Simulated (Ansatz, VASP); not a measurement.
**One calculation of GaP, two programs**

```
Ga P
1.0
     0.00000    2.50723    2.50723
     2.50723    0.00000    2.50723
     2.50723    2.50723    0.00000
Ga P
1 1
Direct
  0.00000 0.00000 0.00000
  0.75000 0.75000 0.75000
```

Change from the starting cell: strain -0.080 along x and y, -0.080 along z, atoms carried along.

Alike in both runs: task single point; functional PBE; k mesh 8 × 8 × 8; occupations gaussian, width 0.05 eV; no spin polarisation.

```csv
,VASP,Ansatz
version,VASP 6.6.1,Ansatz 0.2.0
potentials or method,"VASP PAW PBE potentials, release 64 (Ga_d, P), cutoff 520 eV","scalar-relativistic, plane waves, PAW"
valence electrons in the cell,18,18
```

```csv
,VASP,Ansatz,Ansatz less VASP
gap on the k mesh at the Fermi level (eV),1.01,1.01,-0.002
least direct gap on the mesh (eV),3.69,3.68,-0.010
pressure (GPa),39.5,39.9,+0.40
```

Both programs put the cell under a high pressure, so it lies far from rest at this level. The functional is the same, so the differences come from potentials, cutoffs and numerics.
